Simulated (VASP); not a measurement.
# WC (P-6m2) in VASP: single point with PBEsol

Aim: the single point of WC with PBEsol.

All numbers are computed with VASP 6.6.1; they aren't measurements. Logs are shortened: lines on timing, memory, paths and dates and some standing lists are left out, and cuts for length are marked.

## Step 1: The cell of the first run

Symmetry: P-6m2, No. 187, hexagonal system. Conventional cell: a = 2.931 Å, b = 2.931 Å, c = 2.860 Å, α = 90.00°, β = 90.00°, γ = 120.00°. Within 3.0 Å of W (site symmetry -6m2) lie 6 C at 2.22 Å and 8 W at 2.86 to 2.93 Å. Within 3.0 Å of C (site symmetry -6m2) lie 6 W at 2.22 Å and 8 C at 2.86 to 2.93 Å.

## Step 2: Single point, PBEsol

INCAR reads:

```
ALGO = Normal ; EDIFF = 1E-6
ENCUT = 1300 ; GGA = PS
GGA_COMPAT = F ; ISIF = 2
ISMEAR = -1 ; LASPH = T
LCHARG = F ; LREAL = F
LWAVE = F ; NBANDS = 16
NELM = 120 ; PREC = Accurate
SIGMA = 0.05
```

KPOINTS reads:

```
k-points
0
Gamma
  11 11 10
```

POSCAR reads:

```
WC
1.0
    2.9305217505      0.0000000000      0.0000000000
   -1.4652608753      2.5379034227      0.0000000000
    0.0000000000      0.0000000000      2.8600440384
W C
1 1
Direct
    0.0000000000      0.0000000000      0.0000000000
    0.6666666667      0.3333333333      0.5000000000
```

Potentials or basis: VASP PAW PBE potentials, release 64 (W_sv, C_h).

Started as:

```
> cat potpaw_PBE.64/W_sv/POTCAR potpaw_PBE.64/C_h/POTCAR > POTCAR
> mpirun -np 1 vasp_std > vasp.out
```

OUTCAR:

```text
EDIFF = 1E-6
   ENCUT = 1300
   GGA = PS
   ISIF = 2
   ISMEAR = -1
   LASPH = T
   LREAL = F
   NELM = 120
   PREC = Accurate

 ion  position               nearest neighbor table
   1  0.000  0.000  0.000-   2 2.22   2 2.22   2 2.22   2 2.22   2 2.22   2 2.22
   2  0.667  0.333  0.500-   1 2.22   1 2.22   1 2.22   1 2.22   1 2.22   1 2.22

  LATTYP: Found a hexagonal cell.
 ALAT       =     2.9305217505
 C/A-ratio  =     0.9759504559

  Lattice vectors:

 A1 = (   2.9305217505,   0.0000000000,   0.0000000000)
 A2 = (  -1.4652608753,   2.5379034227,   0.0000000000)
 A3 = (   0.0000000000,   0.0000000000,   2.8600440384)

Analysis of symmetry for initial positions (statically):
=====================================================================
 Subroutine PRICEL returns:
 Original cell was already a primitive cell.

 Routine SETGRP: Setting up the symmetry group for a
 hexagonal supercell.

 Subroutine GETGRP returns: Found 12 space group operations
 (whereof 12 operations were pure point group operations)
 out of a pool of 24 trial point group operations.

The static configuration has the point symmetry D_3h.

Analysis of symmetry for dynamics (positions and initial velocities):
=====================================================================
 Subroutine PRICEL returns:
 Original cell was already a primitive cell.

 Routine SETGRP: Setting up the symmetry group for a
 hexagonal supercell.

 Subroutine GETGRP returns: Found 12 space group operations
 (whereof 12 operations were pure point group operations)
 out of a pool of 24 trial point group operations.

The dynamic configuration has the point symmetry D_3h.

 Subroutine INISYM returns: Found 12 space group operations
 (whereof 12 operations are pure point group operations),
 and found     1 'primitive' translations

----------------------------------------------------------------------------------------

                                     Primitive cell

  volume of cell :      21.2712

  direct lattice vectors                    reciprocal lattice vectors
     2.930521751  0.000000000  0.000000000     0.341236164  0.197013013  0.000000000
    -1.465260875  2.537903423  0.000000000     0.000000000  0.394026026  0.000000000
     0.000000000  0.000000000  2.860044038     0.000000000  0.000000000  0.349644966

  length of vectors
     2.930521751  2.930519274  2.860044038     0.394025693  0.394026026  0.349644966

  position of ions in fractional coordinates (direct lattice)
     0.000000000  0.000000000  0.000000000
     0.666666667  0.333333333  0.500000000

  ion indices of the primitive-cell ions
   primitive index   ion index
                 1           1
                 2           2

----------------------------------------------------------------------------------------

 KPOINTS: k-points

Automatic generation of k-mesh.
 Grid dimensions read from file:
 generate k-points for:   11   11   10

 Generating k-lattice:

  Cartesian coordinates                     Fractional coordinates (reciprocal lattice)
     0.031021469  0.017910274  0.000000000     0.090909091  0.000000000  0.000000000
     0.000000000  0.035820548  0.000000000     0.000000000  0.090909091  0.000000000
     0.000000000  0.000000000  0.034964497     0.000000000  0.000000000  0.100000000

  Length of vectors
     0.035820518  0.035820548  0.034964497

  Shift w.r.t. Gamma in fractional coordinates (k-lattice)
     0.000000000  0.000000000  0.000000000

 Subroutine IBZKPT returns following result:
 ===========================================

 Found     96 irreducible k-points:

 Following reciprocal coordinates:
            Coordinates               Weight
  0.000000  0.000000  0.000000      1.000000
  0.090909  0.000000  0.000000      6.000000
  0.181818  0.000000  0.000000      6.000000
  0.272727  0.000000  0.000000      6.000000
  0.363636  0.000000  0.000000      6.000000
  0.454545  0.000000  0.000000      6.000000
[... 16 lines left out ...]
  0.090909  0.090909  0.100000     12.000000
  0.181818  0.090909  0.100000     24.000000
 [... further k-points ...]
   k-points           NKPTS =     96   k-points in BZ     NKDIM =     96   number of bands    NBANDS=     16
   number of dos      NEDOS =    301   number of ions     NIONS =      2
   total plane-waves  NPLWV =  46656
   dimension x,y,z NGX =    36 NGY =   36 NGZ =   36
   dimension x,y,z NGXF=    72 NGYF=   72 NGZF=   72
   ions per type =               1   1
   NGX,Y,Z   is equivalent  to a cutoff of  20.42, 20.42, 20.93 a.u.
   NGXF,Y,Z  is equivalent  to a cutoff of  40.84, 40.85, 41.85 a.u.
 SYSTEM =  unknown system
   PREC   = accura    normal or accurate (medium, high low for compatibility)
   ISTART =      0    job   : 0-new  1-cont  2-samecut
   ICHARG =      2    charge: 1-file 2-atom 10-const
   ISPIN  =      1    spin polarized calculation?
   LNONCOLLINEAR =      F non collinear calculations
   LSORBIT =      F    spin-orbit coupling
   LASPH  =      T    aspherical Exc in radial PAW
   ENCUT  = 1300.0 eV  95.55 Ry    9.77 a.u.   8.62  8.62  8.41*2*pi/ulx,y,z
   NELM   =    120;   NELMIN=  2; NELMDL= -5     # of ELM steps
   EDIFF  = 0.1E-05   stopping-criterion for ELM
   LREAL  =      F    real-space projection
   EDIFFG = 0.1E-04   stopping-criterion for IOM
   NSW    =      0    number of steps for IOM
   IBRION =     -1    ionic relax: 0-MD 1-quasi-New 2-CG
   NFREE  =      0    steps in history (QN), initial steepest desc. (CG)
   ISIF   =      2    stress and relaxation
   ISYM   =      2    0-nonsym 1-usesym 2-fastsym
   POTIM  = 0.5000    time-step for ionic-motion
   TEBEG  =    0.0;   TEEND  =   0.0 temperature during run
   PSTRESS=    0.0 pullay stress
   NELECT =      18.0000    total number of electrons
   NUPDOWN=      -1.0000    fix difference up-down
   EMIN   =  10.00;   EMAX   =-10.00  energy-range for DOS
   EFERMI =   0.00;   METHOD = LEGACY
   ISMEAR =    -1;   SIGMA  =   0.05  broadening in eV -4-tet -1-fermi 0-gaus
   EFERMI_NEDOS =   21; number of points for ismear=-14 and -15
   IALGO  =     38    algorithm
   IMIX   =      4    mixing-type and parameters
     AMIX     =   0.40;   BMIX     =  1.00
     AMIX_MAG =   1.60;   BMIX_MAG =  1.00
  volume/ion in A,a.u.               =      10.64        71.77
  Fermi-wavevector in a.u.,A,eV,Ry     =   1.548465  2.926175 32.623289  2.397744
  Thomas-Fermi vector in A             =   2.653411
   LORBIT       =      0    0 simple, 1 ext, 2 COOP (PROOUT), +10 PAW based schemes
   GGA     = PS    functional components
   LHFCALC =     F    Hartree Fock is set to
   AEXX    =    0.0000 exact exchange contribution
   IVDW    =     0    specifies the selected vdW correction
   LEPSILON=     F    determine dielectric tensor
   LRPA    =     F    only Hartree local field effects (RPA)
 non-spin polarized calculation
  energy-cutoff  :     1300.00
  volume of cell :       21.27
 maximum number of plane-waves:      2284
 NGX is ok and might be reduce to    36
   NGX = 17   NGY = 17   NGZ = 17

 number of electron      18.0000000 magnetization

 Free energy of the ion-electron system (eV)
  ---------------------------------------------------
  ext. energy  EPLUGINS =         0.00000000
  ---------------------------------------------------
  free energy    TOTEN  =       -23.88542589 eV

  energy without entropy =      -23.88340718  energy(sigma->0) =      -23.88441653

 E-fermi :  10.9437     XC(G=0): -13.8303

 val. band max:       10.8709991841   @ k =   0.4545   0.0909   0.5000
 cond. band min:      10.9622033701   @ k =   0.4545   0.0000   0.5000
 fundamental gap:      0.0912041861
 Fermi energy:        10.9436873939

 k-point     1 :       0.0000    0.0000    0.0000
  band No.  band energies     occupation
      1     -63.0888      2.00000
      2     -27.0756      2.00000
      3     -26.9780      2.00000
      4     -26.9780      2.00000
      5      -3.3332      2.00000
      6       6.7128      2.00000
[... 8 lines left out ...]
     15      24.9621      0.00000
     16      27.3779      0.00000

 k-point     2 :       0.0909    0.0000    0.0000
  band No.  band energies     occupation
      1     -63.0847      2.00000
      2     -27.0676      2.00000
      3     -27.0405      2.00000
      4     -26.9922      2.00000
      5      -3.1227      2.00000
      6       6.7528      2.00000
[... 8 lines left out ...]
     15      24.5943      0.00000
     16      27.8204      0.00000

 k-point     3 :       0.1818    0.0000    0.0000
  band No.  band energies     occupation
      1     -63.0736      2.00000
      2     -27.2053      2.00000
      3     -27.0460      2.00000
      4     -27.0302      2.00000
      5      -2.5334      2.00000
      6       6.2031      2.00000
[... 8 lines left out ...]
     15      24.3532      0.00000
     16      29.0162      0.00000

 k-point     4 :       0.2727    0.0000    0.0000
  band No.  band energies     occupation
      1     -63.0591      2.00000
      2     -27.4153      2.00000
      3     -27.0794      2.00000
      4     -27.0176      2.00000
      5      -1.6856      2.00000
      6       5.2964      2.00000
[... 8 lines left out ...]
     15      24.9542      0.00000
     16      28.4692      0.00000

 k-point     5 :       0.3636    0.0000    0.0000
  band No.  band energies     occupation
      1     -63.0457      2.00000
      2     -27.6028      2.00000
      3     -27.1242      2.00000
      4     -26.9914      2.00000
      5      -0.7787      2.00000
      6       4.5219      2.00000
[... 8 lines left out ...]
     15      25.2478      0.00000
     16      27.3037      0.00000

 k-point     6 :       0.4545    0.0000    0.0000
  band No.  band energies     occupation
      1     -63.0378      2.00000
      2     -27.7119      2.00000
      3     -27.1507      2.00000
      4     -26.9758      2.00000
      5      -0.1315      2.00000
      6       4.0472      2.00000
[... 8 lines left out ...]
     15      23.6565      0.00000
     16      28.4451      0.00000

 k-point     7 :       0.0909    0.0909    0.0000
  band No.  band energies     occupation
      1     -63.0771      2.00000
      2     -27.1503      2.00000
      3     -27.0528      2.00000
      4     -27.0221      2.00000
      5      -2.7220      2.00000
      6       6.4398      2.00000
[... 8 lines left out ...]
     15      24.3677      0.00000
     16      28.4832      0.00000

 k-point     8 :       0.1818    0.0909    0.0000
  band No.  band energies     occupation
      1     -63.0643      2.00000
      2     -27.3281      2.00000
      3     -27.0752      2.00000
      4     -27.0278      2.00000
      5      -1.9977      2.00000
      6       5.6510      2.00000
[... 8 lines left out ...]
     15      24.6095      0.00000
     16      28.8530      0.00000

 k-point     9 :       0.2727    0.0909    0.0000
  band No.  band energies     occupation
      1     -63.0504      2.00000
      2     -27.5160      2.00000
      3     -27.1330      2.00000
      4     -27.0005      2.00000
      5      -1.1013      2.00000
      6       4.8588      2.00000
[... 8 lines left out ...]
     15      25.5640      0.00000
     16      27.4099      0.00000
[... 172 lines left out ...]
 k-point    19 :       0.1818    0.0000    0.1000
  band No.  band energies     occupation
      1     -63.0702      2.00000
      2     -27.1990      2.00000
      3     -27.1119      2.00000
      4     -27.0240      2.00000
      5      -2.3268      2.00000
      6       6.3031      2.00000
[... 8 lines left out ...]
     15      24.1636      0.00000
     16      28.8528      0.00000

 k-point    20 :       0.2727    0.0000    0.1000
  band No.  band energies     occupation
      1     -63.0557      2.00000
      2     -27.4073      2.00000
      3     -27.0826      2.00000
      4     -27.0729      2.00000
      5      -1.5195      2.00000
      6       5.3654      2.00000
[... 8 lines left out ...]
     15      24.4893      0.00000
     16      28.0800      0.00000

 k-point    21 :       0.3636    0.0000    0.1000
  band No.  band energies     occupation
      1     -63.0423      2.00000
      2     -27.5938      2.00000
      3     -27.1175      2.00000
      4     -27.0550      2.00000
      5      -0.6657      2.00000
      6       4.5299      2.00000
[... 8 lines left out ...]
     15      24.7226      0.00000
     16      27.3044      0.00000

 k-point    22 :       0.4545    0.0000    0.1000
  band No.  band energies     occupation
      1     -63.0344      2.00000
      2     -27.7023      2.00000
      3     -27.1438      2.00000
      4     -27.0386      2.00000
      5      -0.0611      2.00000
      6       4.0028      2.00000
[... 8 lines left out ...]
     15      23.5985      0.00000
     16      28.2627      0.00000

 k-point    23 :       0.0909    0.0909    0.1000
  band No.  band energies     occupation
      1     -63.0737      2.00000
      2     -27.1458      2.00000
      3     -27.1175      2.00000
      4     -27.0160      2.00000
      5      -2.5077      2.00000
      6       6.5485      2.00000
[... 8 lines left out ...]
     15      24.2671      0.00000
     16      28.2085      0.00000

 k-point    24 :       0.1818    0.0909    0.1000
  band No.  band energies     occupation
      1     -63.0609      2.00000
      2     -27.3207      2.00000
      3     -27.0932      2.00000
      4     -27.0688      2.00000
      5      -1.8158      2.00000
      6       5.7792      2.00000
[... 8 lines left out ...]
     15      24.2395      0.00000
     16      28.4135      0.00000

 [... further k-points ...]

------------------------ aborting loop because EDIFF is reached ----------------------------------------

  FORCE on cell =-STRESS in cart. coord.  units (eV):
  Direction    XX          YY          ZZ          XY          YZ          ZX
  --------------------------------------------------------------------------------------
  -------------------------------------------------------------------------------------
  Total       -1.4506132     -1.4506100     -1.7309597      0.0000000      0.0000000      0.0000000
  in kB     -109.2620791   -109.2618329   -130.3781392      0.0000000      0.0000000      0.0000000
  external PRESSURE =    -116.3006837 kB  Pullay stress =       0.0000000 kB

 VOLUME and BASIS-vectors are now :
 -----------------------------------------------------------------------------
  energy-cutoff  :     1300.00
  volume of cell :       21.27
      direct lattice vectors                 reciprocal lattice vectors
     2.930521751  0.000000000  0.000000000     0.341236164  0.197013013  0.000000000
    -1.465260875  2.537903423  0.000000000     0.000000000  0.394026026  0.000000000
     0.000000000  0.000000000  2.860044038     0.000000000  0.000000000  0.349644966

 POSITION                                       TOTAL-FORCE (eV/Angst)
 -----------------------------------------------------------------------------------
      0.00000      0.00000      0.00000        -0.000000      0.000000      0.000000
      1.46526      0.84597      1.43002         0.000000     -0.000000      0.000000
 -----------------------------------------------------------------------------------
    total drift:                               -0.000000     -0.000009      0.000000

  FREE ENERGIE OF THE ION-ELECTRON SYSTEM (eV)
  ---------------------------------------------------
  free  energy   TOTEN  =       -23.8854258867 eV

  energy  without entropy=      -23.8834071753  energy(sigma->0) =      -23.88441653
```

Run time: 32 s. Hardware: 1 thread of Intel Xeon 6975P-C (Granite Rapids), shared host; peak memory 0.3 GiB.

What came out:

| Item | Value |
| --- | --- |
| Free energy | -23.8854 eV |
| Pressure | -11.6 GPa |
| Band gap on the k mesh | zero (bands 9 and 10 overlap by 1.23 eV) |

Caveat: the cell stands under tension; the PAW data sets were made with another functional, which shifts forces and pressure a little; spin-orbit coupling is left out, which moves the levels of the heavy elements.

The gap in the log of VASP goes by the Fermi energy; the results here count the filled bands.